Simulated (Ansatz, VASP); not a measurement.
Two plane-wave programs on I

```
I
1.0
     0.00000    2.33363    3.85700
     2.16262    0.00000    3.85700
     2.16262    2.33363    0.00000
I
1
Direct
  0.00000 0.00000 0.00000
```

Alike in both runs: task single point; functional LDA; k mesh 9 × 9 × 9; occupations fermi-dirac, width 0.05 eV; no spin polarisation.

|  | VASP | Ansatz |
| --- | --- | --- |
| version | VASP 6.6.1 | Ansatz 0.2.0 |
| potentials or method | VASP PAW LDA potentials, release 64 (I) | Ansatz PAW |
| plane-wave cutoff (eV) | 520 | 420 |
| valence electrons in the cell | 7 | 17 |

```csv
,VASP,Ansatz,Ansatz less VASP
gap on the k mesh at the Fermi level (eV),none,none,-
pressure (GPa),-1.3,-1.3,-0.01
"traceless stress, the component that is largest in VASP (GPa)",0.25,0.26,+0.011
```

LDA's correlation is that of Perdew and Zunger in VASP and of Perdew and Wang (1992) in Ansatz. A gap of «none» marks a metal or a gap that the smearing closes. VASP's potentials hold 7 valence electrons a cell and Ansatz's 17, so a difference there can come from the potentials and not from the codes.

Neither program's run includes spin-orbit coupling.
